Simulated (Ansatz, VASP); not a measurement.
# One calculation of Al, two programs

```xyz
4
Lattice="2.6699 0.0000 0.0000 -1.3350 2.3122 0.0000 0.0000 0.0000 9.3055" Properties=species:S:1:pos:R:3 pbc="T T T"
Al    0.0000    0.0000    0.0000
Al    0.0000    1.5415    2.3264
Al    0.0000    0.0000    4.6528
Al    1.3350    0.7707    6.9792
```

Alike in both runs: task single point; functional PBEsol; dispersion D3(BJ); k mesh 18 × 18 × 6; occupations gaussian, width 0.15 eV; no spin polarisation.

|  | VASP | Ansatz |
| --- | --- | --- |
| version | VASP 6.6.1 | Ansatz 0.2.0 |
| potentials or method | VASP PAW PBE potentials, release 64 (Al), cutoff 520 eV | scalar-relativistic, plane waves, PAW |
| valence electrons in the cell | 12 | 12 |

VASP gave:

```
gap on the k mesh at the Fermi level (eV)                     : none
pressure (GPa)                                                : 9.8
traceless stress, the component that is largest in VASP (GPa) : -5.76
```

**Question.** Which values does Ansatz return?

**Answer.** gap on the k mesh at the Fermi level (eV): none; pressure (GPa): 9.7; traceless stress, the component that is largest in VASP (GPa): -5.71.

VASP's potentials were made for PBE, not for PBEsol, and Ansatz warns of the same on its side. A gap of «none» marks a metal or a gap that the smearing closes.
